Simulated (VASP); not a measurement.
# Mg (Im-3m) in VASP: further runs

Runs on Mg. Level: RPBE. Tasks: single point.

Program: VASP 6.6.1. These are calculated values, not measurements. Logs are shortened: lines on timing, memory, paths and dates and some standing lists are left out, and cuts for length are marked.

## (1) The cell of the first run

Symmetry: Im-3m, No. 229, cubic system. The conventional cell has a = 3.712 Å, b = 3.712 Å, c = 3.712 Å, α = 90.00°, β = 90.00°, γ = 90.00°. Within 4.2 Å of Mg (site symmetry m-3m) lie 14 Mg at 3.22 to 3.71 Å.

## (2) Single point, RPBE (volume scaled by 1.08)

The input, INCAR:

```
ALGO = Normal
EDIFF = 1E-6
ENCUT = 520
GGA = RP
ISIF = 2
ISMEAR = -1
LASPH = T
LCHARG = F
LREAL = F
LWAVE = F
NBANDS = 7
NELM = 80
PREC = Accurate
SIGMA = 0.1
```

The input, KPOINTS:

```
k-points
0
Gamma
  14 14 14
```

The input, POSCAR:

```
Mg
1.0
   -1.8562254304      1.8562254304      1.8562254304
    1.8562254304     -1.8562254304      1.8562254304
    1.8562254304      1.8562254304     -1.8562254304
Mg
1
Direct
    0.0000000000      0.0000000000      0.0000000000
```

Potentials or basis: VASP PAW PBE potentials, release 64 (Mg).

Run with:

```sh
$ cat potpaw_PBE.64/Mg/POTCAR > POTCAR
$ mpirun -np 1 vasp_std > vasp.out
```

OUTCAR:

```text
EDIFF = 1E-6
   ENCUT = 520
   GGA = RP
   ISIF = 2
   ISMEAR = -1
   LASPH = T
   LREAL = F
   NELM = 80
   PREC = Accurate

 ion  position               nearest neighbor table
   1  0.000  0.000  0.000-

  LATTYP: Found a body centered cubic cell.
 ALAT       =     3.7124508608

  Lattice vectors:

 A1 = (  -1.8562254304,   1.8562254304,   1.8562254304)
 A2 = (   1.8562254304,  -1.8562254304,   1.8562254304)
 A3 = (   1.8562254304,   1.8562254304,  -1.8562254304)

Analysis of symmetry for initial positions (statically):
=====================================================================
 Subroutine PRICEL returns:
 Original cell was already a primitive cell.

 Routine SETGRP: Setting up the symmetry group for a
 body centered cubic supercell.

 Subroutine GETGRP returns: Found 48 space group operations
 (whereof 48 operations were pure point group operations)
 out of a pool of 48 trial point group operations.

The static configuration has the point symmetry O_h .

Analysis of symmetry for dynamics (positions and initial velocities):
=====================================================================
 Subroutine PRICEL returns:
 Original cell was already a primitive cell.

 Routine SETGRP: Setting up the symmetry group for a
 body centered cubic supercell.

 Subroutine GETGRP returns: Found 48 space group operations
 (whereof 48 operations were pure point group operations)
 out of a pool of 48 trial point group operations.

The dynamic configuration has the point symmetry O_h .

 Subroutine INISYM returns: Found 48 space group operations
 (whereof 48 operations are pure point group operations),
 and found     1 'primitive' translations

----------------------------------------------------------------------------------------

                                     Primitive cell

  volume of cell :      25.5830

  direct lattice vectors                    reciprocal lattice vectors
    -1.856225430  1.856225430  1.856225430     0.000000000  0.269363835  0.269363835
     1.856225430 -1.856225430  1.856225430     0.269363835  0.000000000  0.269363835
     1.856225430  1.856225430 -1.856225430     0.269363835  0.269363835  0.000000000

  length of vectors
     3.215076756  3.215076756  3.215076756     0.380937988  0.380937988  0.380937988

  position of ions in fractional coordinates (direct lattice)
     0.000000000  0.000000000  0.000000000

  ion indices of the primitive-cell ions
   primitive index   ion index
                 1           1

----------------------------------------------------------------------------------------

 KPOINTS: k-points

Automatic generation of k-mesh.
 Grid dimensions read from file:
 generate k-points for:   14   14   14

 Generating k-lattice:

  Cartesian coordinates                     Fractional coordinates (reciprocal lattice)
     0.000000000  0.019240274  0.019240274     0.071428571  0.000000000  0.000000000
     0.019240274  0.000000000  0.019240274     0.000000000  0.071428571  0.000000000
     0.019240274  0.019240274  0.000000000     0.000000000  0.000000000  0.071428571

  Length of vectors
     0.027209856  0.027209856  0.027209856

  Shift w.r.t. Gamma in fractional coordinates (k-lattice)
     0.000000000  0.000000000  0.000000000

 Subroutine IBZKPT returns following result:
 ===========================================

 Found    104 irreducible k-points:

 Following reciprocal coordinates:
            Coordinates               Weight
  0.000000  0.000000  0.000000      1.000000
  0.071429  0.000000  0.000000     12.000000
  0.142857  0.000000  0.000000     12.000000
  0.214286  0.000000  0.000000     12.000000
  0.285714  0.000000  0.000000     12.000000
  0.357143  0.000000  0.000000     12.000000
[... 16 lines left out ...]
  0.285714  0.285714  0.000000     24.000000
  0.357143  0.285714  0.000000     24.000000
 [... further k-points ...]
   k-points           NKPTS =    104   k-points in BZ     NKDIM =    104   number of bands    NBANDS=      7
   number of dos      NEDOS =    301   number of ions     NIONS =      1
   total plane-waves  NPLWV =  13824
   dimension x,y,z NGX =    24 NGY =   24 NGZ =   24
   dimension x,y,z NGXF=    48 NGYF=   48 NGZF=   48
   ions per type =               1
   NGX,Y,Z   is equivalent  to a cutoff of  12.41, 12.41, 12.41 a.u.
   NGXF,Y,Z  is equivalent  to a cutoff of  24.82, 24.82, 24.82 a.u.
 SYSTEM =  unknown system
   PREC   = accura    normal or accurate (medium, high low for compatibility)
   ISTART =      0    job   : 0-new  1-cont  2-samecut
   ICHARG =      2    charge: 1-file 2-atom 10-const
   ISPIN  =      1    spin polarized calculation?
   LNONCOLLINEAR =      F non collinear calculations
   LSORBIT =      F    spin-orbit coupling
   LASPH  =      T    aspherical Exc in radial PAW
   ENCUT  =  520.0 eV  38.22 Ry    6.18 a.u.   5.98  5.98  5.98*2*pi/ulx,y,z
   NELM   =     80;   NELMIN=  2; NELMDL= -5     # of ELM steps
   EDIFF  = 0.1E-05   stopping-criterion for ELM
   LREAL  =      F    real-space projection
   EDIFFG = 0.1E-04   stopping-criterion for IOM
   NSW    =      0    number of steps for IOM
   IBRION =     -1    ionic relax: 0-MD 1-quasi-New 2-CG
   NFREE  =      0    steps in history (QN), initial steepest desc. (CG)
   ISIF   =      2    stress and relaxation
   ISYM   =      2    0-nonsym 1-usesym 2-fastsym
   POTIM  = 0.5000    time-step for ionic-motion
   TEBEG  =    0.0;   TEEND  =   0.0 temperature during run
   PSTRESS=    0.0 pullay stress
   NELECT =       2.0000    total number of electrons
   NUPDOWN=      -1.0000    fix difference up-down
   EMIN   =  10.00;   EMAX   =-10.00  energy-range for DOS
   EFERMI =   0.00;   METHOD = LEGACY
   ISMEAR =    -1;   SIGMA  =   0.10  broadening in eV -4-tet -1-fermi 0-gaus
   EFERMI_NEDOS =   21; number of points for ismear=-14 and -15
   IALGO  =     38    algorithm
   IMIX   =      4    mixing-type and parameters
     AMIX     =   0.40;   BMIX     =  1.00
     AMIX_MAG =   1.60;   BMIX_MAG =  1.00
  volume/ion in A,a.u.               =      25.58       172.64
  Fermi-wavevector in a.u.,A,eV,Ry     =   0.700004  1.322817  6.666939  0.490006
  Thomas-Fermi vector in A             =   1.784039
   LORBIT       =      0    0 simple, 1 ext, 2 COOP (PROOUT), +10 PAW based schemes
   GGA     = RP    functional components
   LHFCALC =     F    Hartree Fock is set to
   AEXX    =    0.0000 exact exchange contribution
   IVDW    =     0    specifies the selected vdW correction
   LEPSILON=     F    determine dielectric tensor
   LRPA    =     F    only Hartree local field effects (RPA)
 non-spin polarized calculation
  energy-cutoff  :      520.00
  volume of cell :       25.58
 maximum number of plane-waves:       704
   NGX = 11   NGY = 11   NGZ = 11

 number of electron       2.0000000 magnetization

 Free energy of the ion-electron system (eV)
  ---------------------------------------------------
  ext. energy  EPLUGINS =         0.00000000
  ---------------------------------------------------
  free energy    TOTEN  =        -1.30427936 eV

  energy without entropy =       -1.28974712  energy(sigma->0) =       -1.29701324

 E-fermi :   2.2318     XC(G=0):  -8.0736

 val. band max:        2.1803366385   @ k =  -0.4286   0.5000   0.0714
 cond. band min:       2.2580818243   @ k =   0.3571   0.2143   0.0714
 fundamental gap:      0.0777451858
 Fermi energy:         2.2317687530

 k-point     1 :       0.0000    0.0000    0.0000
  band No.  band energies     occupation
      1      -4.2777      2.00000
      2      14.5477      0.00000
      3      14.5477      0.00000
      4      14.5477      0.00000
      5      16.0754      0.00000
      6      16.0754      0.00000
      7      16.0754      0.00000

 k-point     2 :       0.0714    0.0000    0.0000
  band No.  band energies     occupation
      1      -4.1661      2.00000
      2      13.1671      0.00000
      3      13.9049      0.00000
      4      13.9920      0.00000
      5      15.2065      0.00000
      6      15.6120      0.00000
      7      16.3732      0.00000

 k-point     3 :       0.1429    0.0000    0.0000
  band No.  band energies     occupation
      1      -3.8318      2.00000
      2      10.8623      0.00000
      3      12.9955      0.00000
      4      13.0255      0.00000
      5      14.1715      0.00000
      6      14.9486      0.00000
      7      16.8299      0.00000

 k-point     4 :       0.2143    0.0000    0.0000
  band No.  band energies     occupation
      1      -3.2769      2.00000
      2       8.5798      0.00000
      3      12.1266      0.00000
      4      12.2117      0.00000
      5      13.2951      0.00000
      6      14.3003      0.00000
      7      17.4419      0.00000

 k-point     5 :       0.2857    0.0000    0.0000
  band No.  band energies     occupation
      1      -2.5047      2.00000
      2       6.4406      0.00000
      3      11.3987      0.00000
      4      11.5955      0.00000
      5      12.6075      0.00000
      6      13.7177      0.00000
      7      18.0576      0.00000

 k-point     6 :       0.3571    0.0000    0.0000
  band No.  band energies     occupation
      1      -1.5204      2.00000
      2       4.4737      0.00000
      3      10.8699      0.00000
      4      11.1544      0.00000
      5      12.1151      0.00000
      6      13.2626      0.00000
      7      18.8294      0.00000

 k-point     7 :       0.4286    0.0000    0.0000
  band No.  band energies     occupation
      1      -0.3327      2.00000
      2       2.6950      0.01928
      3      10.5500      0.00000
      4      10.8899      0.00000
      5      11.8196      0.00000
      6      12.9752      0.00000
      7      19.6943      0.00000

 k-point     8 :       0.5000    0.0000    0.0000
  band No.  band energies     occupation
      1       0.8610      2.00000
      2       1.3041      1.99981
      3      10.4430      0.00000
      4      10.8018      0.00000
      5      11.7211      0.00000
      6      12.8772      0.00000
      7      20.2465      0.00000

 k-point     9 :       0.0714    0.0714    0.0000
  band No.  band energies     occupation
      1      -3.9431      2.00000
      2      11.9616      0.00000
      3      12.2021      0.00000
      4      13.3743      0.00000
      5      15.0439      0.00000
      6      15.2763      0.00000
      7      16.7621      0.00000

 k-point    10 :       0.1429    0.0714    0.0000
  band No.  band energies     occupation
      1      -3.4985      2.00000
      2       9.7589      0.00000
      3      11.1423      0.00000
      4      12.5216      0.00000
      5      14.3112      0.00000
      6      15.2478      0.00000
      7      16.4955      0.00000

 k-point    11 :       0.2143    0.0714    0.0000
  band No.  band energies     occupation
      1      -2.8350      2.00000
      2       7.5572      0.00000
      3      10.3418      0.00000
      4      11.7875      0.00000
      5      13.5722      0.00000
      6      14.9494      0.00000
      7      16.7367      0.00000
[... 51 lines left out ...]
 k-point    17 :       0.2857    0.1429    0.0000
  band No.  band energies     occupation
      1      -1.1943      2.00000
      2       4.7708      0.00000
      3       7.7089      0.00000
      4      10.6274      0.00000
      5      13.6542      0.00000
      6      15.9091      0.00000
      7      17.2321      0.00000

 k-point    18 :       0.3571    0.1429    0.0000
  band No.  band energies     occupation
      1      -0.0111      2.00000
      2       3.0063      0.00087
      3       7.3943      0.00000
      4      10.3364      0.00000
      5      13.3690      0.00000
      6      15.9932      0.00000
      7      17.8709      0.00000

 k-point    19 :       0.4286    0.1429    0.0000
  band No.  band energies     occupation
      1       1.1705      1.99995
      2       1.6300      1.99514
      3       7.2898      0.00000
      4      10.2388      0.00000
      5      13.2723      0.00000
      6      15.9687      0.00000
      7      18.5573      0.00000

 k-point    20 :       0.2143    0.2143    0.0000
  band No.  band energies     occupation
      1      -1.3028      2.00000
      2       5.8300      0.00000
      3       6.4743      0.00000
      4      10.5427      0.00000
      5      14.6142      0.00000
      6      15.2757      0.00000
      7      19.0166      0.00000

 k-point    21 :       0.2857    0.2143    0.0000
  band No.  band energies     occupation
      1      -0.2236      2.00000
      2       4.2187      0.00000
      3       5.8141      0.00000
      4      10.1552      0.00000
      5      14.4991      0.00000
      6      15.9601      0.00000
      7      18.5807      0.00000

 k-point    22 :       0.3571    0.2143    0.0000
  band No.  band energies     occupation
      1       1.0393      1.99999
      2       2.5922      0.05296
      3       5.5789      0.00000
      4       9.9591      0.00000
      5      14.3412      0.00000
      6      16.9626      0.00000
      7      17.9369      0.00000

 k-point    23 :       0.2857    0.2857    0.0000
  band No.  band energies     occupation
      1       0.9432      1.99999
      2       3.6526      0.00000
      3       4.3182      0.00000
      4       9.8633      0.00000
      5      15.3340      0.00000
      6      15.9392      0.00000
      7      18.2288      0.00000

 k-point    24 :       0.3571    0.2857    0.0000
  band No.  band energies     occupation
      1       2.1001      1.57727
      2       2.5258      0.10043
      3       3.9885      0.00000
      4       9.7649      0.00000
      5      15.4693      0.00000
      6      16.6655      0.00000
      7      17.2164      0.00000

 [... further k-points ...]
[... 5 lines left out ...]
  --------------------------------------------------------------------------------------
  -------------------------------------------------------------------------------------
  Total       -0.3755535     -0.3755535     -0.3755535     -0.0000000     -0.0000000      0.0000000
  in kB      -23.5196178    -23.5196178    -23.5196178     -0.0000000     -0.0000000      0.0000000
  external PRESSURE =     -23.5196178 kB  Pullay stress =       0.0000000 kB

 VOLUME and BASIS-vectors are now :
 -----------------------------------------------------------------------------
  energy-cutoff  :      520.00
  volume of cell :       25.58
      direct lattice vectors                 reciprocal lattice vectors
    -1.856225430  1.856225430  1.856225430     0.000000000  0.269363835  0.269363835
     1.856225430 -1.856225430  1.856225430     0.269363835  0.000000000  0.269363835
     1.856225430  1.856225430 -1.856225430     0.269363835  0.269363835  0.000000000

 POSITION                                       TOTAL-FORCE (eV/Angst)
 -----------------------------------------------------------------------------------
      0.00000      0.00000      0.00000        -0.000000      0.000000     -0.000000
 -----------------------------------------------------------------------------------
    total drift:                                0.000000      0.000000      0.000000

  FREE ENERGIE OF THE ION-ELECTRON SYSTEM (eV)
  ---------------------------------------------------
  free  energy   TOTEN  =        -1.3042793642 eV

  energy  without entropy=       -1.2897471153  energy(sigma->0) =       -1.29701324
```

Run time: 7.2 s. Hardware: 1 thread of Intel Xeon 6975P-C (Granite Rapids), shared host; peak memory 0.14 GiB.

Results:

| Quantity | Value |
| --- | --- |
| Free energy | -1.3043 eV |
| Pressure | -2.4 GPa |
| Band gap on the k mesh | zero (band 1 reaches 5.78 eV, above the bottom of band 2 at 1.30 eV) |

Caveat: the cell differs from its parent crystal (volume scaled by 1.08); the PAW data sets were made with another functional, which shifts forces and pressure a little.

## (3) Single point, RPBE (volume scaled by 1.12)

The input, INCAR:

```
SYSTEM = Mg
PREC     = Accurate       ! precision mode
ENCUT    = 520            ! plane-wave cutoff, eV
EDIFF    = 1E-6           ! SCF threshold, eV
ISMEAR   = -1             ! smearing method
SIGMA    = 0.1            ! smearing width, eV
LREAL    = .False.        ! projectors in reciprocal space
LASPH    = .True.         ! aspherical terms in the spheres
NELM     = 100            ! most SCF steps
ALGO     = Normal         ! electronic algorithm
ISIF     = 2              ! what is computed and relaxed
LWAVE    = .False.        ! write WAVECAR
LCHARG   = .False.        ! write CHGCAR
GGA      = RP             ! functional
NBANDS   = 7              ! bands
```

The input, KPOINTS:

```
regular mesh
0
Gamma
  14 14 14
  0 0 0
```

The input, POSCAR:

```
Mg
1.0
   -1.8788645571      1.8788645571      1.8788645571
    1.8788645571     -1.8788645571      1.8788645571
    1.8788645571      1.8788645571     -1.8788645571
Mg
1
Direct
    0.0000000000      0.0000000000      0.0000000000
```

Potentials or basis: VASP PAW PBE potentials, release 64 (Mg).

Run with:

```sh
$ cat potpaw_PBE.64/Mg/POTCAR > POTCAR
$ mpirun -np 1 vasp_std > vasp.out
```

Wall time 8.2 s (1 thread of Intel Xeon 6975P-C (Granite Rapids), shared host); peak memory 0.14 GiB.

It converged, with:

```yaml
Free_energy: -1.2879 eV
Pressure: -3.1 GPa
Band_gap_on_the_k_mesh: zero (band 1 reaches 5.51 eV, above the bottom of band 2 at 1.12 eV)
```

Levels at points of the mesh, in eV from the Fermi level:
| k point | band 1 | band 2 | band 3 | band 4 | band 5 |
| --- | --- | --- | --- | --- | --- |
| (0.00, 0.00, 0.00) | -6.36 | 12.09 | 12.09 | 12.09 | 13.41 |
| (0.50, 0.00, 0.00) | -1.31 | -0.93 | 8.09 | 8.32 | 9.27 |
| (0.50, 0.50, 0.50) | 3.45 | 3.45 | 3.45 | 3.89 | 3.89 |

Caveat: the cell differs from its parent crystal (volume scaled by 1.12); the PAW data sets were made with another functional, which shifts forces and pressure a little.

## (4) Single point, RPBE

This run uses another cell than the first one, of 23.69 Å³/atom, 0.926 times its volume.

The input, INCAR:

```
SYSTEM = Mg
PREC = Accurate ; ENCUT = 520
EDIFF = 1E-7 ; ISMEAR = -1
SIGMA = 0.1 ; LREAL = .False.
LASPH = .True. ; NELM = 80
ALGO = Normal ; ISIF = 2
LWAVE = .False. ; LCHARG = .False.
GGA = RP ; NBANDS = 7
```

The input, KPOINTS:

```
Automatic mesh
0
Gamma
  20 20 20
  0 0 0
```

The input, POSCAR:

```
Mg
1.0
   -1.8092120282      1.8092120282      1.8092120282
    1.8092120282     -1.8092120282      1.8092120282
    1.8092120282      1.8092120282     -1.8092120282
Mg
1
Direct
    0.0000000000      0.0000000000      0.0000000000
```

Run with:

```sh
$ cat potpaw_PBE.64/Mg/POTCAR > POTCAR
$ mpirun -np 1 vasp_std > vasp.out
```

Run time: 17 s. Hardware: 1 thread of Intel Xeon 6975P-C (Granite Rapids), shared host; peak memory 0.17 GiB.

Results (log left out):

```yaml
Free_energy: -1.3200 eV
Pressure: -0.2 GPa
Band_gap_on_the_k_mesh: zero (band 1 reaches 6.37 eV, above the bottom of band 2 at 1.70 eV)
```

Levels at points of the mesh, in eV from the Fermi level:
| k point | band 1 | band 2 | band 3 | band 4 | band 5 |
| --- | --- | --- | --- | --- | --- |
| (0.00, 0.00, 0.00) | -6.83 | 12.82 | 12.82 | 12.82 | 14.77 |
| (0.50, 0.00, 0.00) | -1.49 | -0.91 | 8.48 | 9.13 | 9.98 |
| (0.50, 0.50, 0.50) | 3.76 | 3.76 | 3.76 | 3.93 | 3.93 |

Caveat: the PAW data sets were made with another functional, which shifts forces and pressure a little.

## (5) The runs side by side

| cell | k mesh | gap on the mesh (eV) | pressure (GPa) |
| --- | --- | --- | --- |
| a = 3.215 Å, angles 109.5°, 1 atom | 14 × 14 × 14 | none | -2.4 |
| a = 3.254 Å, angles 109.5°, 1 atom | 14 × 14 × 14 | none | -3.1 |
| a = 3.134 Å, angles 109.5°, 1 atom | 20 × 20 × 20 | none | -0.2 |

Alike in all rows: task single point; level RPBE; potentials or basis VASP PAW PBE potentials, release 64 (Mg); no spin polarisation; cutoff (eV) 520; smearing fermi-dirac 0.1 eV.

Caveats: the PAW data sets were made with another functional, which shifts forces and pressure a little.

Total energies depend on the potentials used, so only differences within one code and one set of settings carry meaning.
